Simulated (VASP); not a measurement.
# Be12N in VASP: notebook, part 2 of 2

VASP 6.6.1. The steps go on from the part before.

**4. Single point, PBE+D3(BJ)**

The input, INCAR:

```
PREC = Accurate
ENCUT = 520
EDIFF = 1E-6
ISMEAR = -1
SIGMA = 0.1
LREAL = Auto
LASPH = True
NELM = 60
ALGO = Normal
ISIF = 2
LWAVE = False
LCHARG = True
GGA = PE
IVDW = 12
LELF = True
LVHAR = True
NBANDS = 48
```

The input, KPOINTS:

```
Automatic mesh
0
Gamma
  4 3 1
```

The input, POSCAR:

```
Be12N
1.0
    4.5800000000      0.0000000000      0.0000000000
    3.4350000000      5.9495950000      0.0000000000
    0.0000000000      0.0000000000     17.3826450000
Be N
24 2
Direct
   -0.1666666387      0.2222221849      0.0575286442
    0.3333333613      0.2222221849      0.0575286442
   -0.1666667227      0.5555556303      0.0575286442
    0.3333332773      0.5555556303      0.0575286442
   -0.1666666807      0.8888889076      0.0575286442
    0.3333333193      0.8888889076      0.0575286442
   -0.0001446250     -0.0005608785      0.1627665985
    0.4989620657     -0.0016009493      0.1620952968
   -0.0009189841      0.3308759672      0.1604740821
    0.4997388546      0.3299461560      0.1612286853
   -0.0010243064      0.6676111567      0.1617990243
    0.4994970852      0.6670766666      0.1623583753
   -0.1774098417      0.2293144323      0.2633669387
    0.3274248142      0.2258513395      0.2642589203
   -0.1681010930      0.5567636116      0.2629240257
    0.3313251645      0.5509862436      0.2615498389
   -0.1599747140      0.8835103902      0.2681747801
    0.3306578144      0.8874076303      0.2699509770
   -0.0469587937      0.0384434571      0.3688831590
    0.4741102240      0.0226186824      0.3677304001
   -0.0165775047      0.3359857268      0.3661189077
    0.4773928000      0.3339746655      0.3676441646
   -0.1188588581      0.6745640670      0.3939787645
    0.3741665553      0.6860929189      0.3753721600
    0.3987548802      0.7560479327      0.4825521087
    0.2106677362      0.6874153619      0.4803422034
```

Potentials or basis: VASP PAW PBE potentials, release 64 (Be, N).

Launch:

```sh
> cat potpaw_PBE.64/Be/POTCAR potpaw_PBE.64/N/POTCAR > POTCAR
> mpirun -np 1 vasp_std > vasp.out
```

OUTCAR:

```text
PREC = Accurate
   ENCUT = 520
   EDIFF = 1E-6
   ISMEAR = -1
   LREAL = Auto
   LASPH = True
   NELM = 60
   ISIF = 2
   GGA = PE
   IVDW = 12
 IVDW          = 12

 ion  position               nearest neighbor table
   1  0.833  0.222  0.058-   9 2.21  10 2.24   7 2.26   5 2.29   6 2.29   2 2.29   2 2.29   4 2.29
                             3 2.29
   2  0.333  0.222  0.058-  10 2.22   9 2.23   8 2.25   6 2.29   5 2.29   1 2.29   1 2.29   3 2.29
                             4 2.29
   3  0.833  0.556  0.058-   9 2.23  11 2.24  12 2.25   5 2.29   6 2.29   4 2.29   4 2.29   2 2.29
                             1 2.29
   4  0.333  0.556  0.058-  11 2.25  10 2.25  12 2.25   6 2.29   5 2.29   3 2.29   3 2.29   1 2.29
                             2 2.29
   5  0.833  0.889  0.058-  11 2.24   8 2.25   7 2.25   1 2.29   3 2.29   4 2.29   2 2.29   6 2.29
                             6 2.29
   6  0.333  0.889  0.058-   8 2.24  12 2.25   7 2.26   2 2.29   4 2.29   3 2.29   1 2.29   5 2.29
                             5 2.29
   7  1.000  0.999  0.163-  13 2.22   5 2.25   6 2.26   1 2.26  17 2.26   9 2.28  18 2.28  10 2.28
                            11 2.28   8 2.28  12 2.29   8 2.30
   8  0.499  0.998  0.162-  14 2.23   6 2.24   5 2.25   2 2.25  12 2.27  10 2.28  11 2.28   7 2.28
[... 262 lines left out ...]
      3     -10.0067      2.00000
      4      -8.9417      2.00000
      5      -8.1123      2.00000
      6      -7.2830      2.00000
[... 297 lines left out ...]
     40       3.4111      0.00000
     41       3.8347      0.00000
 [bands above 41 left out]

------------------------ aborting loop because EDIFF is reached ----------------------------------------

 Edisp (eV)   -6.23190

 E8    (eV) :    -2.2264

  FORCE on cell =-STRESS in cart. coord.  units (eV):
  Direction    XX          YY          ZZ          XY          YZ          ZX
  --------------------------------------------------------------------------------------
  -------------------------------------------------------------------------------------
  Total     -20.41568   -16.59915    -3.45907     3.29100    -0.59587     3.14316
  in kB     -69.05667   -56.14713   -11.70042    11.13192    -2.01555    10.63184
  external pressure =      -45.63 kB  Pullay stress =        0.00 kB

 VOLUME and BASIS-vectors are now :
 -----------------------------------------------------------------------------
  energy-cutoff  :      520.00
  volume of cell :      473.66
      direct lattice vectors                 reciprocal lattice vectors
     4.580000000  0.000000000  0.000000000     0.218340611 -0.126059001  0.000000000
     3.435000000  5.949595000  0.000000000     0.000000000  0.168078668  0.000000000
     0.000000000  0.000000000 17.382645000     0.000000000  0.000000000  0.057528644

 POSITION                                       TOTAL-FORCE (eV/Angst)
 -----------------------------------------------------------------------------------
      4.58000      1.32213      1.00000        -0.026563     -0.028914     -0.049870
      2.29000      1.32213      1.00000        -0.031335     -0.021923     -0.048325
      5.72500      3.30533      1.00000        -0.014745      0.000007      0.071386
      3.43500      3.30533      1.00000         0.016894      0.001998      0.095761
      6.87000      5.28853      1.00000         0.010617      0.023032      0.102765
      4.58000      5.28853      1.00000        -0.045562      0.010868      0.104098
[... 18 lines left out ...]
      4.42332      4.49818      8.38803         0.141025     -0.339010      0.526509
      3.32613      4.08984      8.34962        -0.360782      0.374489     -0.307386
 -----------------------------------------------------------------------------------
    total drift:                                0.001056     -0.001905      0.000281

  FREE ENERGIE OF THE ION-ELECTRON SYSTEM (eV)
  ---------------------------------------------------
  free  energy   TOTEN  =      -105.0188836998 eV

  energy  without entropy=     -104.8254556729  energy(sigma->0) =     -104.92216969
```

OSZICAR:

```text
N       E                     dE             d eps       ncg     rms          rms(c)
DAV:   1     0.201284191163E+03    0.20128E+03   -0.20700E+04   672   0.940E+02
DAV:   2    -0.783677332374E+02   -0.27965E+03   -0.26589E+03   896   0.191E+02
DAV:   3    -0.103978600393E+03   -0.25611E+02   -0.24895E+02   872   0.522E+01
[... 14 lines left out ...]
DAV:  18    -0.987869199607E+02   -0.16795E-03   -0.12879E-05   816   0.115E-02    0.198E-03
DAV:  19    -0.987869668901E+02   -0.46929E-04   -0.33538E-06   712   0.507E-03    0.780E-04
DAV:  20    -0.987869780992E+02   -0.11209E-04   -0.89120E-07   728   0.242E-03    0.313E-04
DAV:  21    -0.987869791693E+02   -0.10700E-05   -0.10210E-07   576   0.870E-04    0.149E-04
DAV:  22    -0.987869796324E+02   -0.46310E-06   -0.47576E-08   520   0.490E-04
   1 F= -.10501888E+03 E0= -.10492217E+03  d E =-.193428E+00
```

stdout:

```text
POSCAR found type information on POSCAR BeN
 POSCAR found :  2 types and      26 ions
 scaLAPACK will be used
 LDA part: xc-table for (Slater+PW92), standard interpolation
 POSCAR, INCAR and KPOINTS ok, starting setup
 FFT: planning ... GRIDC
 FFT: planning ... GRID_SOFT
 FFT: planning ... GRID
 WAVECAR not read
 entering main loop
```

Run time: 3.3 min. Hardware: 1 thread of Intel Xeon 6975P-C (Granite Rapids), shared host; peak memory 0.59 GiB.

What came out:

```
Free energy                : -105.0189 eV
Largest force              : 1.356 eV/Å
Band gap on the k mesh     : zero (band 29 reaches 0.30 eV, above the bottom of band 30 at -0.34 eV)
Dispersion energy per atom : -0.240 eV
```

Forces on the atoms (eV/Å):
```
Be  -0.027 -0.029 -0.050
Be  -0.031 -0.022 -0.048
Be  -0.015  0.000  0.071
Be   0.017  0.002  0.096
Be   0.011  0.023  0.103
Be  -0.046  0.011  0.104
Be  -0.064 -0.050  0.062
Be   0.001  0.021  0.050
Be  -0.028  0.044  0.071
Be  -0.075  0.030 -0.022
Be  -0.070  0.008  0.112
Be  -0.057 -0.021  0.115
Be  -0.136  0.010 -0.185
Be  -0.142 -0.019 -0.086
Be  -0.137  0.020  0.256
Be  -0.120  0.084  0.270
Be  -0.143  0.054  0.164
Be  -0.086  0.179 -0.109
Be  -0.245 -0.245 -0.353
Be  -0.316 -0.091  0.053
Be  -0.306  0.065  0.014
Be  -0.178  0.075 -0.259
Be   1.066 -0.029 -0.651
Be   1.347 -0.158  0.003
N    0.141 -0.339  0.527
N   -0.361  0.374 -0.307
```

Caveat: the k points lie up to 0.40 Å⁻¹ apart; the standard files for N, O and F lose accuracy on very short bonds.
